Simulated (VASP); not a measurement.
Input of a VASP 6.6.1 run:

The input INCAR:

```
SYSTEM = Sb
ALGO = Normal
EDIFF = 1E-6
EDIFFG = -0.005
ENCUT = 600
GGA = PE
IBRION = 2
ISIF = 3
ISMEAR = -1
LASPH = .TRUE.
LCHARG = .FALSE.
LREAL = .FALSE.
LWAVE = .FALSE.
NELM = 80
NSW = 32
PREC = Accurate
PSTRESS = 490.0
SIGMA = 0.08
```

The input KPOINTS:

```
k-points
0
G
  12 12 12
  0 0 0
```

POSCAR

```
Sb
1.0
    1.5025321270     -0.8674873280      4.8848035900
    0.0000000000      1.7349746560      4.8848035900
   -1.5025321270     -0.8674873280      4.8848035900
Sb
2
Direct
    0.2499997092      0.2499997092      0.2499997092
   -0.2499997092     -0.2499997092     -0.2499997092
```

Potentials or basis: VASP PAW PBE potentials, release 64 (Sb).

Launch:

```sh
$ cat potpaw_PBE.64/Sb/POTCAR > POTCAR
$ mpirun -np 1 vasp_std > vasp.out
```

What does it give for the space group after relaxing (to 0.1 Å)?

Fm-3m (No. 225).

What does it give for the relaxed cell?

a = 5.186 Å, b = 5.186 Å, c = 5.186 Å, α = 33.70°, β = 33.70°, γ = 33.70°.

Predict the relaxed volume.

19.13 Å³/atom.

What does it give for the band gap on the k mesh?

Zero (bands 5 and 6 overlap by 9.95 eV).

The path:
```tsv
step	energy change (eV)	largest force (eV/Å)	pressure (GPa)	volume (Å³)
1	0.0000	0.0000	49.33	38.20
2	-0.0668	0.0000	47.92	38.42
3	-0.0149	0.0000	49.00	38.25
```

Caveat: the cell is relaxed towards a set pressure, so the run minimises the enthalpy, not the energy; spin-orbit coupling is left out, which moves the levels of the heavy elements.
